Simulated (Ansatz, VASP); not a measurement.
## One calculation of Al3GaN4, two programs

File INCAR:

```
PREC = Accurate
ENCUT = 520
EDIFF = 1E-6
ISMEAR = 0
SIGMA = 0.05
LREAL = False
LASPH = True
NELM = 100
ALGO = Normal
ISIF = 2
LWAVE = False
LCHARG = False
GGA = PS
NBANDS = 31
```

File KPOINTS:

```
regular mesh
0
Gamma
  6 8 4
```

Contents of POSCAR:

```
Al3GaN4
1.0
    4.8416716524      0.0000000000      0.0001241900
    0.0000000000      3.0048709415      0.0000000000
   -0.0031068066      0.0000000000      5.8514313032
Al Ga N
3 1 4
Direct
    0.5002300423      0.5000000000      0.1673295664
    0.0009207036      0.5000000000      0.8348055932
    0.0010880650      0.0000000000      0.3316926342
    0.4994217138      0.0000000000      0.6662009016
    0.1111724737      0.0000000000      0.6663292503
    0.1224543238      0.5000000000      0.1671578647
    0.6251234799      0.5000000000      0.8401923551
    0.6231881979      0.0000000000      0.3262928345
```

Input for Ansatz:

```yaml
crystal:
  lattice:
    - [4.8416716524, 0.0, 0.00012419]
    - [0.0, 3.0048709415, 0.0]
    - [-0.0031068066, 0.0, 5.8514313032]
  atoms:
    - { symbol: Al, position: [0.5002300423, 0.5, 0.1673295664] }
    - { symbol: Al, position: [0.0009207036, 0.5, 0.8348055932] }
    - { symbol: Al, position: [0.001088065, 0.0, 0.3316926342] }
    - { symbol: Ga, position: [0.4994217138, 0.0, 0.6662009016] }
    - { symbol: "N", position: [0.1111724737, 0.0, 0.6663292503] }
    - { symbol: "N", position: [0.1224543238, 0.5, 0.1671578647] }
    - { symbol: "N", position: [0.6251234799, 0.5, 0.8401923551] }
    - { symbol: "N", position: [0.6231881979, 0.0, 0.3262928345] }
basis:
  ecutwfc: 420
kpoints:
  mp_grid: { grid: [6, 8, 4] }
hamiltonian:
  xc: pbesol
scf:
  occupations: { method: gaussian, width: 0.05 }
output:
  forces: true
  stress: true
  eigenvalues: true
```

Change from the starting cell: strain -0.040 along x and y, +0.080 along z, atoms carried along.

Alike in both runs: task single point; functional PBEsol; k mesh 6 × 8 × 4; occupations gaussian, width 0.05 eV; no spin polarisation.

```csv
,VASP,Ansatz
version,VASP 6.6.1,Ansatz 0.2.0
potentials or method,"VASP PAW PBE potentials, release 64 (Al, Ga_d, N), cutoff 520 eV","scalar-relativistic, plane waves, PAW"
valence electrons in the cell,42,42
```

|  | VASP | Ansatz | Ansatz less VASP |
| --- | --- | --- | --- |
| gap on the k mesh at the Fermi level (eV) | 3.04 | 3.03 | -0.012 |
| least direct gap on the mesh (eV) | 3.04 | 3.03 | -0.012 |
| pressure (GPa) | 3.1 | 3.0 | -0.02 |
| traceless stress, the component that is largest in VASP (GPa) | -25.85 | -25.63 | +0.221 |
| rms of the force components (eV/Å) | 0.614 | 0.608 | -0.0056 |

VASP's potentials were made for PBE, not for PBEsol. Atom by atom the forces differ by 0.012 eV/Å (rms over components).
